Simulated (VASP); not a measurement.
Wanted: the native input for a VASP 6.6.1 run.

- Task: single point
- Functional: PBEsol
- Potentials or basis: VASP PAW PBE potentials, release 64 (Cs_sv)
- Cutoff: 520 eV
- k mesh: 6 × 6 × 6
- Occupations: fermi-dirac, width 0.1 eV
- Spin: no spin polarisation
- Dipole correction: no
- Further INCAR settings: ALGO = Normal; EDIFF = 1e-06; NBANDS = 16

The structure of Cs lies in POSCAR:

```
Cs
1.0
    0.0000000000      5.6744939281      5.6744939281
    5.6744939281      0.0000000000      5.6744939281
    5.6744939281      5.6744939281      0.0000000000
Cs
2
Direct
    0.1250000000      0.1250000000      0.1250000000
    0.8750000000      0.8750000000      0.8750000000
```

This isn't the form of Cs at room conditions, which is bcc.

The input as run:

INCAR

```
PREC     = Accurate       # precision mode
ENCUT    = 520            # plane-wave cutoff, eV
EDIFF    = 1E-6           # SCF threshold, eV
ISMEAR   = -1             # smearing method
SIGMA    = 0.1            # smearing width, eV
LREAL    = F              # projectors in reciprocal space
LASPH    = T              # aspherical terms in the spheres
NELM     = 100            # most SCF steps
ALGO     = Normal         # electronic algorithm
ISIF     = 2              # what is computed and relaxed
LWAVE    = F              # write WAVECAR
LCHARG   = F              # write CHGCAR
GGA      = PS             # functional
NBANDS   = 16             # bands
```

KPOINTS

```
regular mesh
0
Gamma
  6 6 6
```

Potentials or basis: VASP PAW PBE potentials, release 64 (Cs_sv).

Run with:

```bash
$ cat potpaw_PBE.64/Cs_sv/POTCAR > POTCAR
$ mpirun -np 1 vasp_std > vasp.out
```

It gave:

| Property | Result |
| --- | --- |
| Pressure | 0.0 GPa |
| Band gap on the k mesh | zero (bands 9 and 10 overlap by 0.06 eV) |

Caveat: the PAW data sets were made with another functional, which shifts forces and pressure a little; spin-orbit coupling is left out, which moves the levels of the heavy elements.

Run time: 2.4 min on 1 thread of Intel(R) Xeon(R) Platinum 8375C CPU @ 2.90GHz (Ice Lake) (shared host), peak memory 0.49 GiB.
